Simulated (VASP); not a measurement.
# Si3Mo (Pm-3m) in VASP: further runs

Si3Mo is run at these levels: PBE; tasks: single point.

Program: VASP 6.6.1. These are calculated values, not measurements. Logs are shortened: lines on timing, memory, paths and dates and some standing lists are left out, and cuts for length are marked.

**1. The cell of the first run**

It takes space group Pm-3m (No. 221, cubic). Conventional cell: a = 3.827 Å, b = 3.827 Å, c = 3.827 Å, α = 90.00°, β = 90.00°, γ = 90.00°. Within 3.6 Å of Si (site symmetry 4/mmm) lie 8 Si at 2.71 Å and 4 Mo at 2.71 Å. Within 3.6 Å of Mo (site symmetry m-3m) lie 12 Si at 2.71 Å.

**2. Single point, PBE**

Contents of INCAR:

```
SYSTEM = Si3Mo
PREC     = Accurate       ! precision mode
ENCUT    = 520            ! plane-wave cutoff, eV
EDIFF    = 1E-7           ! SCF threshold, eV
ISMEAR   = 0              ! smearing method
SIGMA    = 0.1            ! smearing width, eV
LREAL    = .False.        ! projectors in reciprocal space
LASPH    = .True.         ! aspherical terms in the spheres
NELM     = 100            ! most SCF steps
ALGO     = Normal         ! electronic algorithm
ISIF     = 2              ! what is computed and relaxed
LWAVE    = .False.        ! write WAVECAR
LCHARG   = .True.         ! write CHGCAR
GGA      = PE             ! functional
LELF     = .True.         ! ELF
LVHAR    = .True.       
NBANDS   = 21             ! bands
```

Contents of KPOINTS:

```
Automatic mesh
0
Gamma
  4 4 4
  0 0 0
```

Contents of POSCAR:

```
Si3Mo
1.0
    3.8274465554      0.0000000000      0.0000000000
    0.0000000000      3.8274465554      0.0000000000
    0.0000000000      0.0000000000      3.8274465554
Si Mo
3 1
Direct
    0.0000000000      0.5000000000      0.5000000000
    0.5000000000      0.0000000000      0.5000000000
    0.5000000000      0.5000000000      0.0000000000
    0.0000000000      0.0000000000      0.0000000000
```

Potentials or basis: VASP PAW PBE potentials, release 64 (Si, Mo_sv).

Run with:

```console
cat potpaw_PBE.64/Si/POTCAR potpaw_PBE.64/Mo_sv/POTCAR > POTCAR
mpirun -np 1 vasp_std > vasp.out
```

OUTCAR:

```text
SYSTEM = Si3Mo
   PREC = Accurate
   ENCUT = 520
   EDIFF = 1E-7
   ISMEAR = 0
   LREAL = .False.
   LASPH = .True.
   NELM = 100
   ISIF = 2
   GGA = PE

 ion  position               nearest neighbor table
   1  0.000  0.500  0.500-   2 2.71   3 2.71   4 2.71   3 2.71   4 2.71   2 2.71   4 2.71   4 2.71
                             2 2.71   3 2.71   3 2.71   2 2.71
   2  0.500  0.000  0.500-   1 2.71   3 2.71   4 2.71   3 2.71   4 2.71   1 2.71   3 2.71   3 2.71
                             1 2.71   4 2.71   4 2.71   1 2.71
   3  0.500  0.500  0.000-   1 2.71   2 2.71   4 2.71   1 2.71   2 2.71   2 2.71   4 2.71   2 2.71
                             1 2.71   4 2.71   1 2.71   4 2.71
   4  0.000  0.000  0.000-   1 2.71   2 2.71   3 2.71   1 2.71   2 2.71   1 2.71   3 2.71   1 2.71
                             2 2.71   3 2.71   2 2.71   3 2.71

  LATTYP: Found a simple cubic cell.
 ALAT       =     3.8274465554

  Lattice vectors:

 A1 = (   3.8274465554,   0.0000000000,   0.0000000000)
 A2 = (   0.0000000000,   3.8274465554,   0.0000000000)
 A3 = (   0.0000000000,   0.0000000000,   3.8274465554)

Analysis of symmetry for initial positions (statically):
=====================================================================
 Subroutine PRICEL returns:
 Original cell was already a primitive cell.

 Routine SETGRP: Setting up the symmetry group for a
 simple cubic supercell.

 Subroutine GETGRP returns: Found 48 space group operations
 (whereof 48 operations were pure point group operations)
 out of a pool of 48 trial point group operations.

The static configuration has the point symmetry O_h .

Analysis of symmetry for dynamics (positions and initial velocities):
=====================================================================
 Subroutine PRICEL returns:
 Original cell was already a primitive cell.

 Routine SETGRP: Setting up the symmetry group for a
 simple cubic supercell.

 Subroutine GETGRP returns: Found 48 space group operations
 (whereof 48 operations were pure point group operations)
 out of a pool of 48 trial point group operations.

The dynamic configuration has the point symmetry O_h .

 Subroutine INISYM returns: Found 48 space group operations
 (whereof 48 operations are pure point group operations),
 and found     1 'primitive' translations

----------------------------------------------------------------------------------------

                                     Primitive cell

  volume of cell :      56.0696

  direct lattice vectors                    reciprocal lattice vectors
[... 78 lines left out ...]
   EDIFFG = 0.1E-05   stopping-criterion for IOM
   NSW    =      0    number of steps for IOM
   IBRION =     -1    ionic relax: 0-MD 1-quasi-New 2-CG
   NFREE  =      0    steps in history (QN), initial steepest desc. (CG)
   ISIF   =      2    stress and relaxation
   ISYM   =      2    0-nonsym 1-usesym 2-fastsym
   POTIM  = 0.5000    time-step for ionic-motion
   TEBEG  =    0.0;   TEEND  =   0.0 temperature during run
   PSTRESS=    0.0 pullay stress
   NELECT =      26.0000    total number of electrons
   NUPDOWN=      -1.0000    fix difference up-down
   EMIN   =  10.00;   EMAX   =-10.00  energy-range for DOS
   EFERMI =   0.00;   METHOD = LEGACY
   ISMEAR =     0;   SIGMA  =   0.10  broadening in eV -4-tet -1-fermi 0-gaus
   EFERMI_NEDOS =   21; number of points for ismear=-14 and -15
   IALGO  =     38    algorithm
   IMIX   =      4    mixing-type and parameters
     AMIX     =   0.40;   BMIX     =  1.00
     AMIX_MAG =   1.60;   BMIX_MAG =  1.00
  volume/ion in A,a.u.               =      14.02        94.59
  Fermi-wavevector in a.u.,A,eV,Ry     =   1.267137  2.394541 21.845997  1.605635
  Thomas-Fermi vector in A             =   2.400301
   LORBIT       =      0    0 simple, 1 ext, 2 COOP (PROOUT), +10 PAW based schemes
   GGA     = PE    functional components
   LHFCALC =     F    Hartree Fock is set to
   AEXX    =    0.0000 exact exchange contribution
   IVDW    =     0    specifies the selected vdW correction
   LEPSILON=     F    determine dielectric tensor
   LRPA    =     F    only Hartree local field effects (RPA)
 non-spin polarized calculation
 Gauss-broadening in eV      SIGMA  =   0.10
  energy-cutoff  :      520.00
  volume of cell :       56.07
 maximum number of plane-waves:      1528
   NGX = 15   NGY = 15   NGZ = 15

 number of electron      25.9999993 magnetization

 Free energy of the ion-electron system (eV)
  ---------------------------------------------------
  ext. energy  EPLUGINS =         0.00000000
  ---------------------------------------------------
  free energy    TOTEN  =       -25.72773935 eV

  energy without entropy =      -25.71775122  energy(sigma->0) =      -25.72274528

 E-fermi :  11.7600     XC(G=0): -11.9950

 val. band max:       11.7489357203   @ k =   0.5000   0.5000   0.2500
 cond. band min:      11.8579669316   @ k =   0.5000   0.5000   0.5000
 fundamental gap:      0.1090312113
 Fermi energy:        11.7599589625

 k-point     1 :       0.0000    0.0000    0.0000
  band No.  band energies     occupation
      1     -49.1377      2.00000
      2     -23.2993      2.00000
      3     -23.2993      2.00000
      4     -23.2993      2.00000
      5      -2.2379      2.00000
      6       5.5626      2.00000
[... 229 lines left out ...]
     20      19.9353      0.00000
     21      20.2997      0.00000

------------------------ aborting loop because EDIFF is reached ----------------------------------------

  FORCE on cell =-STRESS in cart. coord.  units (eV):
  Direction    XX          YY          ZZ          XY          YZ          ZX
  --------------------------------------------------------------------------------------
  -------------------------------------------------------------------------------------
  Total       -0.0182824     -0.0182824     -0.0182824      0.0000000      0.0000000      0.0000000
  in kB       -0.5224163     -0.5224163     -0.5224163      0.0000000      0.0000000      0.0000000
  external PRESSURE =      -0.5224163 kB  Pullay stress =       0.0000000 kB

 VOLUME and BASIS-vectors are now :
 -----------------------------------------------------------------------------
  energy-cutoff  :      520.00
  volume of cell :       56.07
      direct lattice vectors                 reciprocal lattice vectors
     3.827446555  0.000000000  0.000000000     0.261270794  0.000000000  0.000000000
     0.000000000  3.827446555  0.000000000     0.000000000  0.261270794  0.000000000
     0.000000000  0.000000000  3.827446555     0.000000000  0.000000000  0.261270794

 POSITION                                       TOTAL-FORCE (eV/Angst)
 -----------------------------------------------------------------------------------
      0.00000      1.91372      1.91372         0.000000      0.000000      0.000000
      1.91372      0.00000      1.91372         0.000000      0.000000      0.000000
      1.91372      1.91372      0.00000         0.000000      0.000000      0.000000
      0.00000      0.00000      0.00000         0.000000      0.000000      0.000000
 -----------------------------------------------------------------------------------
    total drift:                               -0.000000     -0.000000     -0.000000

  FREE ENERGIE OF THE ION-ELECTRON SYSTEM (eV)
  ---------------------------------------------------
  free  energy   TOTEN  =       -25.7277393475 eV

  energy  without entropy=      -25.7177512162  energy(sigma->0) =      -25.72274528
```

stdout:

```text
POSCAR found type information on POSCAR SiMo
 POSCAR found :  2 types and       4 ions
 scaLAPACK will be used
 LDA part: xc-table for (Slater+PW92), standard interpolation
 POSCAR, INCAR and KPOINTS ok, starting setup
 FFT: planning ... GRIDC
 FFT: planning ... GRID_SOFT
 FFT: planning ... GRID
 WAVECAR not read
 entering main loop
```

Run time: 5.5 s. Hardware: 1 thread of Intel Xeon 6975P-C (Granite Rapids), shared host; peak memory 0.15 GiB.

Results:

```yaml
Free_energy: -25.7277 eV
Pressure: -0.1 GPa
Band_gap_on_the_k_mesh: zero (band 13 reaches 12.16 eV, above the bottom of band 14 at 10.80 eV)
```

Caveat: the k points lie up to 0.41 Å⁻¹ apart.

**3. Single point, PBE**

This run uses another cell than the first one, of 15.65 Å³/atom, 1.116 times its volume.

INCAR, as its differences from that of step 2:

```diff
@@ -12,6 +12,4 @@
 LWAVE    = .False.        ! write WAVECAR
-LCHARG   = .True.         ! write CHGCAR
+LCHARG   = .False.        ! write CHGCAR
 GGA      = PE             ! functional
-LELF     = .True.         ! ELF
-LVHAR    = .True.       
 NBANDS   = 21             ! bands
```

KPOINTS is that of step 2.

Contents of POSCAR:

```
Si3Mo
1.0
    3.9703071000      0.0000000000      0.0000000000
    0.0000000000      3.9703071000      0.0000000000
    0.0000000000      0.0000000000      3.9703071000
Si Mo
3 1
Direct
    0.0000000000      0.5000000000      0.5000000000
    0.5000000000      0.0000000000      0.5000000000
    0.5000000000      0.5000000000      0.0000000000
    0.0000000000      0.0000000000      0.0000000000
```

Potentials or basis: VASP PAW PBE potentials, release 64 (Si, Mo_sv).

Run with:

```console
cat potpaw_PBE.64/Si/POTCAR potpaw_PBE.64/Mo_sv/POTCAR > POTCAR
mpirun -np 1 vasp_std > vasp.out
```

OUTCAR:

```text
SYSTEM = Si3Mo
   PREC = Accurate
   ENCUT = 520
   EDIFF = 1E-7
   ISMEAR = 0
   LREAL = .False.
   LASPH = .True.
   NELM = 100
   ISIF = 2
   GGA = PE

 ion  position               nearest neighbor table
   1  0.000  0.500  0.500-   2 2.81   3 2.81   4 2.81   3 2.81   4 2.81   2 2.81   4 2.81   4 2.81
                             2 2.81   3 2.81   3 2.81   2 2.81
   2  0.500  0.000  0.500-   1 2.81   3 2.81   4 2.81   3 2.81   4 2.81   1 2.81   3 2.81   3 2.81
                             1 2.81   4 2.81   4 2.81   1 2.81
   3  0.500  0.500  0.000-   1 2.81   2 2.81   4 2.81   1 2.81   2 2.81   2 2.81   4 2.81   2 2.81
                             1 2.81   4 2.81   1 2.81   4 2.81
   4  0.000  0.000  0.000-   1 2.81   2 2.81   3 2.81   1 2.81   2 2.81   1 2.81   3 2.81   1 2.81
                             2 2.81   3 2.81   2 2.81   3 2.81

  LATTYP: Found a simple cubic cell.
 ALAT       =     3.9703071000

  Lattice vectors:

 A1 = (   3.9703071000,   0.0000000000,   0.0000000000)
 A2 = (   0.0000000000,   3.9703071000,   0.0000000000)
 A3 = (   0.0000000000,   0.0000000000,   3.9703071000)

Analysis of symmetry for initial positions (statically):
=====================================================================
 Subroutine PRICEL returns:
 Original cell was already a primitive cell.
[... 164 lines left out ...]
 fundamental gap:      0.1035853811
 Fermi energy:        10.2295914981

 k-point     1 :       0.0000    0.0000    0.0000
  band No.  band energies     occupation
      1     -50.7771      2.00000
      2     -24.8912      2.00000
      3     -24.8912      2.00000
      4     -24.8912      2.00000
      5      -2.8583      2.00000
      6       4.4012      2.00000
[... 229 lines left out ...]
     20      17.5484      0.00000
     21      17.8261      0.00000

------------------------ aborting loop because EDIFF is reached ----------------------------------------

  FORCE on cell =-STRESS in cart. coord.  units (eV):
  Direction    XX          YY          ZZ          XY          YZ          ZX
  --------------------------------------------------------------------------------------
  -------------------------------------------------------------------------------------
  Total       -5.2852369     -5.2852369     -5.2852369     -0.0000000      0.0000000     -0.0000000
  in kB     -135.3015396   -135.3015396   -135.3015396     -0.0000000      0.0000000     -0.0000000
  external PRESSURE =    -135.3015396 kB  Pullay stress =       0.0000000 kB

 VOLUME and BASIS-vectors are now :
 -----------------------------------------------------------------------------
  energy-cutoff  :      520.00
  volume of cell :       62.59
      direct lattice vectors                 reciprocal lattice vectors
     3.970307100  0.000000000  0.000000000     0.251869685  0.000000000  0.000000000
     0.000000000  3.970307100  0.000000000     0.000000000  0.251869685  0.000000000
     0.000000000  0.000000000  3.970307100     0.000000000  0.000000000  0.251869685

 POSITION                                       TOTAL-FORCE (eV/Angst)
 -----------------------------------------------------------------------------------
      0.00000      1.98515      1.98515         0.000000      0.000000      0.000000
      1.98515      0.00000      1.98515         0.000000      0.000000      0.000000
      1.98515      1.98515      0.00000         0.000000      0.000000      0.000000
      0.00000      0.00000      0.00000         0.000000      0.000000      0.000000
 -----------------------------------------------------------------------------------
    total drift:                                0.000000     -0.000000      0.000000

  FREE ENERGIE OF THE ION-ELECTRON SYSTEM (eV)
  ---------------------------------------------------
  free  energy   TOTEN  =       -25.4237222092 eV

  energy  without entropy=      -25.4137102488  energy(sigma->0) =      -25.41871623
```

It took 6.1 s on 1 thread of Intel Xeon 6975P-C (Granite Rapids), shared host; peak memory 0.16 GiB.

What came out:

| Quantity | Value |
| --- | --- |
| Free energy | -25.4237 eV |
| Pressure | -13.5 GPa |
| Band gap on the k mesh | zero (band 13 reaches 10.50 eV, above the bottom of band 14 at 9.14 eV) |

Levels at points of the mesh, in eV from the Fermi level:
```
           k point  band 9  band 10  band 11  band 12  band 13  band 14  band 15  band 16  band 17  band 18
(0.00, 0.00, 0.00)   -4.13    -4.13    -1.23    -1.23    -1.23     0.17     1.40     1.40     2.44     2.44
(0.50, 0.00, 0.00)   -3.97    -3.44    -1.02    -1.02    -0.95    -0.47    -0.16     1.68     1.68     2.12
(0.50, 0.50, 0.00)   -3.28    -3.28    -1.23    -1.03    -0.20    -0.13     0.92     0.92     2.18     4.61
(0.50, 0.50, 0.50)   -4.95    -4.95    -4.95    -0.27     0.07     0.07     1.57     1.57     1.57     7.32
```

Caveat: the k points lie up to 0.40 Å⁻¹ apart.
